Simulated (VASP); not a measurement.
# PbO in VASP: a series of runs

PbO is run at these levels: PBE+D3(BJ); tasks: relaxation of cell and atoms, single point.

Everything below comes from runs of VASP 6.6.1. Logs are shortened: lines on timing, memory, paths and dates and some standing lists are left out, and cuts for length are marked.

## (1) The cell of the first run

It takes space group P4/nmm (No. 129, tetragonal). Conventional cell: a = 3.901 Å, b = 3.901 Å, c = 3.748 Å, α = 90.00°, β = 90.00°, γ = 90.00°. Within 3.0 Å of Pb (site symmetry 4mm) lie 4 O at 2.24 Å. Within 3.0 Å of O (site symmetry -4m2) lie 4 Pb at 2.24 Å and 4 O at 2.76 Å.

## (2) Relaxation of cell and atoms, PBE+D3(BJ), target pressure 30 GPa, at which the enthalpy is minimised

INCAR

```
  ALGO = Normal
  EDIFF = 1E-6
  EDIFFG = -0.008
  ENCUT = 600
  GGA = PE
  IBRION = 2
  ISIF = 3
  ISMEAR = 0
  IVDW = 12
  LASPH = T
  LCHARG = F
  LREAL = F
  LWAVE = F
  NELM = 80
  NSW = 70
  PREC = Accurate
  PSTRESS = 300.0
  SIGMA = 0.02
```

KPOINTS

```
k-points
0
Gamma
  10 10 10
```

POSCAR

```
PbO
1.0
    3.9008754054      0.0000000000      0.0000000000
    0.0000000000      3.9008754054      0.0000000000
    0.0000000000      0.0000000000      3.7479357623
Pb O
2 2
Direct
    0.0000000000      0.5000000000      0.2944042272
    0.5000000000      0.0000000000      0.7055957728
    0.0000000000      0.0000000000      0.0000000000
    0.5000000000      0.5000000000      0.0000000000
```

Potentials or basis: VASP PAW PBE potentials, release 64 (Pb_d, O).

On the command line:

```bash
$ cat potpaw_PBE.64/Pb_d/POTCAR potpaw_PBE.64/O/POTCAR > POTCAR
$ mpirun -np 1 vasp_std > vasp.out
```

OUTCAR:

```text
EDIFF = 1E-6
   EDIFFG = -0.008
   ENCUT = 600
   GGA = PE
   IBRION = 2
   ISIF = 3
   ISMEAR = 0
   IVDW = 12
   LASPH = T
   LREAL = F
   NELM = 80
   NSW = 70
   PREC = Accurate
   PSTRESS = 300.0
 IVDW          = 12

 ion  position               nearest neighbor table
   1  0.000  0.500  0.294-   3 2.24   4 2.24   3 2.24   4 2.24   2 3.16   2 3.16   2 3.16   2 3.16
                             2 3.53   2 3.53   2 3.53   2 3.53
   2  0.500  0.000  0.706-   3 2.24   4 2.24   4 2.24   3 2.24   1 3.16   1 3.16   1 3.16   1 3.16
                             1 3.53   1 3.53   1 3.53   1 3.53
   3  0.000  0.000  0.000-   1 2.24   2 2.24   1 2.24   2 2.24
   4  0.500  0.500  0.000-   1 2.24   2 2.24   2 2.24   1 2.24

  LATTYP: Found a simple tetragonal cell.
 ALAT       =     3.9008754054
 C/A-ratio  =     0.9607935073

  Lattice vectors:

 A1 = (   3.9008754054,   0.0000000000,   0.0000000000)
 A2 = (   0.0000000000,   3.9008754054,   0.0000000000)
 A3 = (   0.0000000000,   0.0000000000,   3.7479357623)

Analysis of symmetry for initial positions (statically):
=====================================================================
 Subroutine PRICEL returns:
 Original cell was already a primitive cell.

 Routine SETGRP: Setting up the symmetry group for a
 simple tetragonal supercell.

 Subroutine GETGRP returns: Found 16 space group operations
 (whereof  8 operations were pure point group operations)
 out of a pool of 16 trial point group operations.

The static configuration has the point symmetry D_2d.
 The point group associated with its full space group is D_4h.

Analysis of symmetry for dynamics (positions and initial velocities):
=====================================================================
 Subroutine PRICEL returns:
 Original cell was already a primitive cell.

 Routine SETGRP: Setting up the symmetry group for a
 simple tetragonal supercell.

 Subroutine GETGRP returns: Found 16 space group operations
 (whereof  8 operations were pure point group operations)
 out of a pool of 16 trial point group operations.

The dynamic configuration has the point symmetry D_2d.
 The point group associated with its full space group is D_4h.

 Subroutine INISYM returns: Found 16 space group operations
 (whereof  8 operations are pure point group operations),
 and found     1 'primitive' translations

----------------------------------------------------------------------------------------

                                     Primitive cell

  volume of cell :      57.0317

  direct lattice vectors                    reciprocal lattice vectors
     3.900875405  0.000000000  0.000000000     0.256352715  0.000000000  0.000000000
     0.000000000  3.900875405  0.000000000     0.000000000  0.256352715  0.000000000
     0.000000000  0.000000000  3.747935762     0.000000000  0.000000000  0.266813538

  length of vectors
     3.900875405  3.900875405  3.747935762     0.256352715  0.256352715  0.266813538

  position of ions in fractional coordinates (direct lattice)
     0.000000000  0.500000000  0.294404227
     0.500000000  0.000000000  0.705595773
     0.000000000  0.000000000  0.000000000
     0.500000000  0.500000000  0.000000000

  ion indices of the primitive-cell ions
   primitive index   ion index
                 1           1
                 2           2
                 3           3
                 4           4

----------------------------------------------------------------------------------------

 KPOINTS: k-points

Automatic generation of k-mesh.
 Grid dimensions read from file:
 generate k-points for:   10   10   10

 Generating k-lattice:

  Cartesian coordinates                     Fractional coordinates (reciprocal lattice)
     0.025635271  0.000000000  0.000000000     0.100000000  0.000000000  0.000000000
     0.000000000  0.025635271  0.000000000     0.000000000  0.100000000  0.000000000
     0.000000000  0.000000000  0.026681354     0.000000000  0.000000000  0.100000000

  Length of vectors
     0.025635271  0.025635271  0.026681354

  Shift w.r.t. Gamma in fractional coordinates (k-lattice)
     0.000000000  0.000000000  0.000000000

 Subroutine IBZKPT returns following result:
 ===========================================

 Found    126 irreducible k-points:

 Following reciprocal coordinates:
            Coordinates               Weight
  0.000000  0.000000  0.000000      1.000000
  0.100000  0.000000  0.000000      4.000000
  0.200000  0.000000  0.000000      4.000000
  0.300000  0.000000  0.000000      4.000000
  0.400000  0.000000  0.000000      4.000000
  0.500000  0.000000  0.000000      2.000000
[... 16 lines left out ...]
  0.100000  0.000000  0.100000      8.000000
  0.200000  0.000000  0.100000      8.000000
 [... further k-points ...]
   k-points           NKPTS =    126   k-points in BZ     NKDIM =    126   number of bands    NBANDS=     24
   number of dos      NEDOS =    301   number of ions     NIONS =      4
   total plane-waves  NPLWV =  30720
   dimension x,y,z NGX =    32 NGY =   32 NGZ =   30
   dimension x,y,z NGXF=    64 NGYF=   64 NGZF=   60
   ions per type =               2   2
   NGX,Y,Z   is equivalent  to a cutoff of  13.64, 13.64, 13.31 a.u.
   NGXF,Y,Z  is equivalent  to a cutoff of  27.28, 27.28, 26.61 a.u.
 SYSTEM =  unknown system
   PREC   = accura    normal or accurate (medium, high low for compatibility)
   ISTART =      0    job   : 0-new  1-cont  2-samecut
   ICHARG =      2    charge: 1-file 2-atom 10-const
   ISPIN  =      1    spin polarized calculation?
   LNONCOLLINEAR =      F non collinear calculations
   LSORBIT =      F    spin-orbit coupling
   LASPH  =      T    aspherical Exc in radial PAW
   ENCUT  =  600.0 eV  44.10 Ry    6.64 a.u.   7.79  7.79  7.49*2*pi/ulx,y,z
   NELM   =     80;   NELMIN=  2; NELMDL= -5     # of ELM steps
   EDIFF  = 0.1E-05   stopping-criterion for ELM
   LREAL  =      F    real-space projection
   EDIFFG = -.8E-02   stopping-criterion for IOM
   NSW    =     70    number of steps for IOM
   IBRION =      2    ionic relax: 0-MD 1-quasi-New 2-CG
   NFREE  =      1    steps in history (QN), initial steepest desc. (CG)
   ISIF   =      3    stress and relaxation
   ISYM   =      2    0-nonsym 1-usesym 2-fastsym
   POTIM  = 0.5000    time-step for ionic-motion
   TEBEG  =    0.0;   TEEND  =   0.0 temperature during run
   PSTRESS=  300.0 pullay stress
   NELECT =      40.0000    total number of electrons
   NUPDOWN=      -1.0000    fix difference up-down
   EMIN   =  10.00;   EMAX   =-10.00  energy-range for DOS
   EFERMI =   0.00;   METHOD = LEGACY
   ISMEAR =     0;   SIGMA  =   0.02  broadening in eV -4-tet -1-fermi 0-gaus
   EFERMI_NEDOS =   21; number of points for ismear=-14 and -15
   IALGO  =     38    algorithm
   IMIX   =      4    mixing-type and parameters
     AMIX     =   0.40;   BMIX     =  1.00
     AMIX_MAG =   1.60;   BMIX_MAG =  1.00
  volume/ion in A,a.u.               =      14.26        96.22
  Fermi-wavevector in a.u.,A,eV,Ry     =   1.454530  2.748663 28.785274  2.115658
  Thomas-Fermi vector in A             =   2.571670
   LORBIT       =      0    0 simple, 1 ext, 2 COOP (PROOUT), +10 PAW based schemes
   GGA     = PE    functional components
   LHFCALC =     F    Hartree Fock is set to
   AEXX    =    0.0000 exact exchange contribution
   IVDW    =    12    specifies the selected vdW correction
   LEPSILON=     F    determine dielectric tensor
   LRPA    =     F    only Hartree local field effects (RPA)
 conjugate gradient relaxation of ions
 non-spin polarized calculation
 Gauss-broadening in eV      SIGMA  =   0.02
  energy-cutoff  :      600.00
  volume of cell :       57.03
 maximum number of plane-waves:      1928
 NGX is ok and might be reduce to    32
   NGX = 15   NGY = 15   NGZ = 15

--------------------------------------- Ionic step        1  -------------------------------------------

 number of electron      39.9999985 magnetization

 Free energy of the ion-electron system (eV)
  ---------------------------------------------------
  ext. energy  EPLUGINS =         0.00000000
  ---------------------------------------------------
  free energy    TOTEN  =       -19.74644340 eV

  energy without entropy =      -19.74644340  energy(sigma->0) =      -19.74644340

------------------------ aborting loop because EDIFF is reached ----------------------------------------

 Edisp (eV)   -1.33822

 E8    (eV) :    -0.6119

  FORCE on cell =-STRESS in cart. coord.  units (eV):
  Direction    XX          YY          ZZ          XY          YZ          ZX
  --------------------------------------------------------------------------------------
  -------------------------------------------------------------------------------------
  Total      10.79191    10.79191    10.19987     0.00000     0.00000     0.00000
  in kB     303.17457   303.17457   286.54246     0.00000     0.00000     0.00000
  external pressure =       -2.37 kB  Pullay stress =      300.00 kB
[... 107 lines left out ...]
  FREE ENERGIE OF THE ION-ELECTRON SYSTEM (eV)
  ---------------------------------------------------
  free  energy   TOTEN  =       -21.0940376749 eV

  energy  without entropy=      -21.0940376749  energy(sigma->0) =      -21.09403767

  enthalpy is  TOTEN    =       -10.4587234108 eV   P V=       10.6353142641

[... ionic steps 4 to 13 ...]

--------------------------------------- Ionic step       14  -------------------------------------------

 number of electron      40.0000008 magnetization

------------------------ aborting loop because EDIFF is reached ----------------------------------------

 Edisp (eV)   -1.38436

 E8    (eV) :    -0.6332
[... 77 lines left out ...]
  enthalpy is  TOTEN    =       -10.5169194330 eV   P V=       10.3272833845

--------------------------------------- Ionic step       16  -------------------------------------------

 number of electron      40.0000007 magnetization

 Free energy of the ion-electron system (eV)
  ---------------------------------------------------
  ext. energy  EPLUGINS =         0.00000000
  ---------------------------------------------------
  free energy    TOTEN  =       -19.45999886 eV

  energy without entropy =      -19.45995111  energy(sigma->0) =      -19.45997498

 E-fermi :   9.7892     XC(G=0): -12.0809

 val. band max:        9.7887921822   @ k =   0.5000   0.5000   0.0000
 cond. band min:       9.7978700023   @ k =   0.0000   0.0000   0.5000
 fundamental gap:      0.0090778201
 Fermi energy:         9.7892328511

 k-point     1 :       0.0000    0.0000    0.0000
  band No.  band energies     occupation
      1      -9.8969      2.00000
      2      -9.2656      2.00000
      3      -7.1056      2.00000
      4      -7.0621      2.00000
      5      -6.8514      2.00000
      6      -6.8514      2.00000
[... 637 lines left out ...]
     23      15.0284      0.00000
     24      17.9967      0.00000

 [... further k-points ...]

------------------------ aborting loop because EDIFF is reached ----------------------------------------

 Edisp (eV)   -1.38462

 E8    (eV) :    -0.6334

  FORCE on cell =-STRESS in cart. coord.  units (eV):
  Direction    XX          YY          ZZ          XY          YZ          ZX
  --------------------------------------------------------------------------------------
  -------------------------------------------------------------------------------------
  Total      10.34578    10.34578    10.34854     0.00000     0.00000     0.00000
  in kB     300.52522   300.52522   300.60533     0.00000     0.00000     0.00000
  external pressure =        0.55 kB  Pullay stress =      300.00 kB
[... 19 lines left out ...]
  FREE ENERGIE OF THE ION-ELECTRON SYSTEM (eV)
  ---------------------------------------------------
  free  energy   TOTEN  =       -20.8446238068 eV

  energy  without entropy=      -20.8445760530  energy(sigma->0) =      -20.84459993

  enthalpy is  TOTEN    =       -10.5169204564 eV   P V=       10.3277033504

 reached required accuracy - stopping structural energy minimisation
```

Run time: 31 min. Hardware: 1 thread of AMD EPYC 7R13, shared host; peak memory 0.34 GiB.

Results:

| Property | Result |
| --- | --- |
| Free energy | -20.8446 eV |
| Relaxed volume | 13.79 Å³/atom |
| Relaxed cell | a = 4.026 Å, b = 4.026 Å, c = 3.403 Å, α = 90.00°, β = 90.00°, γ = 90.00° |
| Space group after relaxing (to 0.1 Å) | P4/nmm (No. 129) |
| Energy change on relaxing (the run minimises the enthalpy) | +60.0 meV/atom |
| Ionic steps | 16 |
| Pressure after relaxing | 30.1 GPa |
| Band gap on the k mesh | zero (bands 20 and 21 overlap by 0.01 eV) |
| Dispersion energy per atom | -0.346 eV |

Step by step:
| step | energy change (eV) | largest force (eV/Å) | pressure (GPa) | volume (Å³) |
| --- | --- | --- | --- | --- |
| 1 | 0.0000 | 0.9030 | 29.76 | 57.03 |
| 2 | -0.0171 | 0.1376 | 27.71 | 56.86 |
| 3 | -0.0094 | 0.0995 | 27.09 | 56.80 |
| 4 | 0.4294 | 0.0112 | 35.10 | 54.45 |
| 5 | 0.2026 | 0.0485 | 31.02 | 55.59 |
| 6 | 0.2072 | 0.0125 | 30.95 | 55.48 |
| 7 | 0.2619 | 0.0839 | 31.20 | 55.05 |
| 8 | 0.2928 | 0.1066 | 31.39 | 54.88 |
| 9 | 0.0152 | 0.2021 | 24.74 | 56.48 |
| 10 | 0.2300 | 0.0386 | 29.94 | 55.21 |
| 11 | 0.2312 | 0.0411 | 29.94 | 55.20 |
| 12 | 0.2506 | 0.0608 | 30.41 | 55.10 |
| 13 | 0.2324 | 0.0408 | 30.01 | 55.20 |
| 14 | 0.2382 | 0.0068 | 30.02 | 55.17 |
| 15 | 0.2405 | 0.0059 | 30.08 | 55.15 |
| 16 | 0.2400 | 0.0014 | 30.06 | 55.16 |

Final structure:
```yaml
crystal:
  lattice:
    - [4.02572, 0.00000, 0.00000]
    - [0.00000, 4.02572, 0.00000]
    - [0.00000, 0.00000, 3.40335]
  atoms:
    - { symbol: Pb, position: [0.00000, 0.50000, 0.32244] }
    - { symbol: Pb, position: [0.50000, 0.00000, 0.67756] }
    - { symbol: O, position: [0.00000, 0.00000, 0.00000] }
    - { symbol: O, position: [0.50000, 0.50000, 0.00000] }
```

Caveat: the cell is relaxed towards a set pressure, so the run minimises the enthalpy, not the energy; semilocal functionals underestimate gaps, and a narrow one can read as zero; spin-orbit coupling is left out, which moves the levels of the heavy elements.

## (3) Single point, PBE+D3(BJ)

This run uses another cell than the first one, of 20.32 Å³/atom.

INCAR

```
  ALGO = Normal
  EDIFF = 1E-6
  ENCUT = 600
  GGA = PE
  GGA_COMPAT = False
  ISIF = 2
  ISMEAR = 0
  IVDW = 12
  LASPH = True
  LCHARG = True
  LELF = True
  LREAL = False
  LVHAR = True
  LWAVE = False
  NBANDS = 28
  NELM = 120
  PREC = Accurate
  SIGMA = 0.02
```

KPOINTS

```
k-points
0
Gamma
  8 8 6
```

POSCAR

```
PbO
1.0
    4.0339495144      0.0000000000      0.0000000000
    0.0000000000      4.0339495144      0.0000000000
    0.0000000000      0.0000000000      4.9949910432
Pb O
2 2
Direct
    0.0000000000      0.5000000000      0.2377044693
    0.5000000000      0.0000000000      0.7622955307
    0.0000000000      0.0000000000      0.0000000000
    0.5000000000      0.5000000000      0.0000000000
```

Potentials or basis: VASP PAW PBE potentials, release 64 (Pb_d, O).

On the command line:

```bash
$ cat potpaw_PBE.64/Pb_d/POTCAR potpaw_PBE.64/O/POTCAR > POTCAR
$ mpirun -np 1 vasp_std > vasp.out
```

OUTCAR:

```text
EDIFF = 1E-6
   ENCUT = 600
   GGA = PE
   ISIF = 2
   ISMEAR = 0
   IVDW = 12
   LASPH = True
   LREAL = False
   NELM = 120
   PREC = Accurate
 IVDW          = 12

 ion  position               nearest neighbor table
   1  0.000  0.500  0.238-   3 2.34   4 2.34   3 2.34   4 2.34   2 3.71   2 3.71   2 3.71   2 3.71
                             2 3.87   2 3.87   2 3.87   2 3.87
   2  0.500  0.000  0.762-   3 2.34   4 2.34   4 2.34   3 2.34   1 3.71   1 3.71   1 3.71   1 3.71
                             1 3.87   1 3.87   1 3.87   1 3.87
   3  0.000  0.000  0.000-   1 2.34   2 2.34   1 2.34   2 2.34
   4  0.500  0.500  0.000-   1 2.34   2 2.34   2 2.34   1 2.34

  LATTYP: Found a simple tetragonal cell.
 ALAT       =     4.0339495144
 C/A-ratio  =     1.2382383630

  Lattice vectors:

 A1 = (   4.0339495144,   0.0000000000,   0.0000000000)
 A2 = (   0.0000000000,   4.0339495144,   0.0000000000)
 A3 = (   0.0000000000,   0.0000000000,   4.9949910432)

Analysis of symmetry for initial positions (statically):
=====================================================================
 Subroutine PRICEL returns:
 Original cell was already a primitive cell.

[... 176 lines left out ...]

 val. band max:        4.8197165050   @ k =   0.1250   0.0000   0.0000
 cond. band min:       6.0930537432   @ k =   0.5000   0.5000   0.0000
 fundamental gap:      1.2733372381
 Fermi energy:         4.9814276504

 k-point     1 :       0.0000    0.0000    0.0000
  band No.  band energies     occupation
      1     -13.2545      2.00000
      2     -12.8155      2.00000
      3     -11.1162      2.00000
      4     -11.1162      2.00000
      5     -11.0649      2.00000
      6     -11.0279      2.00000
[... 733 lines left out ...]
     27      14.2383      0.00000
     28      14.2383      0.00000

 [... further k-points ...]

------------------------ aborting loop because EDIFF is reached ----------------------------------------

 Edisp (eV)   -0.93391

 E8    (eV) :    -0.4282

  FORCE on cell =-STRESS in cart. coord.  units (eV):
  Direction    XX          YY          ZZ          XY          YZ          ZX
  --------------------------------------------------------------------------------------
  -------------------------------------------------------------------------------------
  Total       0.02869     0.02869     0.01049     0.00000     0.00000     0.00000
  in kB       0.56548     0.56548     0.20681     0.00000     0.00000     0.00000
  external pressure =        0.45 kB  Pullay stress =        0.00 kB

 VOLUME and BASIS-vectors are now :
 -----------------------------------------------------------------------------
  energy-cutoff  :      600.00
  volume of cell :       81.28
      direct lattice vectors                 reciprocal lattice vectors
     4.033949514  0.000000000  0.000000000     0.247896013  0.000000000  0.000000000
     0.000000000  4.033949514  0.000000000     0.000000000  0.247896013  0.000000000
     0.000000000  0.000000000  4.994991043     0.000000000  0.000000000  0.200200559

 POSITION                                       TOTAL-FORCE (eV/Angst)
 -----------------------------------------------------------------------------------
      0.00000      2.01697      1.18733         0.000000     -0.000000      0.035751
      2.01697      0.00000      3.80766         0.000000     -0.000000     -0.035751
      0.00000      0.00000      0.00000         0.000000     -0.000000      0.000000
      2.01697      2.01697      0.00000         0.000000      0.000000      0.000000
 -----------------------------------------------------------------------------------
    total drift:                                0.000000     -0.000000     -0.000000

  FREE ENERGIE OF THE ION-ELECTRON SYSTEM (eV)
  ---------------------------------------------------
  free  energy   TOTEN  =       -22.4026365936 eV

  energy  without entropy=      -22.4026365936  energy(sigma->0) =      -22.40263659
```

Run time: 1.9 min. Hardware: 1 thread of Oxide Virtual Turin-like, shared host; peak memory 0.26 GiB.

What came out:

```yaml
Free_energy: -22.4026 eV
Pressure: 0.0 GPa
Largest_force: 0.036 eV/Å
Band_gap_on_the_k_mesh: 1.27 eV (least direct gap 2.19 eV)
Dispersion_energy_per_atom: -0.233 eV
```

Forces in eV/Å, atoms in the order of the input:
```
Pb   0.000  0.000  0.036
Pb   0.000  0.000 -0.036
O    0.000  0.000  0.000
O    0.000  0.000  0.000
```

Caveat: spin-orbit coupling is left out, which moves the levels of the heavy elements. PBE gaps usually lie below the measured ones, often by a third to a half.

[end of part 1 of 2]
